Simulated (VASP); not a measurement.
Wanted: the native input for a VASP 6.6.1 run.

| Item | Value |
| --- | --- |
| Task | single point |
| Functional | PBEsol |
| Potentials or basis | VASP PAW PBE potentials, release 64 (Sn_d) |
| Cutoff | 520 eV |
| k mesh | 20 × 20 × 20 |
| Occupations | gaussian, width 0.15 eV |
| Spin | no spin polarisation |
| Dipole correction | no |
| Further INCAR settings | ALGO = Fast; EDIFF = 1e-07; NBANDS = 13 |

The structure of Sn lies in POSCAR:

```
Sn
1.0
   -1.7697024750      1.8199356750      2.3383420000
    1.7697024750     -1.8199356750      2.3383420000
    1.7697024750      1.8199356750     -2.3383420000
Sn
1
Direct
    0.0000000000      0.0000000000      0.0000000000
```

This cell differs from its parent crystal: strain +0.0250 x Voigt [1, 1, 0, 0, 0, 0].

One way to write it, as run:

INCAR

```
  PREC = Accurate
  ENCUT = 520
  EDIFF = 1E-7
  ISMEAR = 0
  SIGMA = 0.15
  LREAL = False
  LASPH = True
  NELM = 60
  ALGO = Fast
  ISIF = 2
  LWAVE = False
  LCHARG = False
  GGA = PS
  NBANDS = 13
```

KPOINTS

```
Automatic mesh
0
Gamma
  20 20 20
```

Potentials or basis: VASP PAW PBE potentials, release 64 (Sn_d).

Launch:

```bash
$ cat potpaw_PBE.64/Sn_d/POTCAR > POTCAR
$ mpirun -np 1 vasp_std > vasp.out
```

Results of the run:

```
Pressure               : -5.3 GPa
Band gap on the k mesh : zero (bands 7 and 8 overlap by 8.54 eV)
```

Caveat: the cell differs from its parent crystal (strain +0.0250 x Voigt [1, 1, 0, 0, 0, 0]); the cell stands under tension; the PAW data sets were made with another functional, which shifts forces and pressure a little; spin-orbit coupling is left out, which moves the levels of the heavy elements.

It took 7.5 min on 1 thread of Intel(R) Xeon(R) Platinum 8488C (Sapphire Rapids) (shared host), peak memory 0.51 GiB.
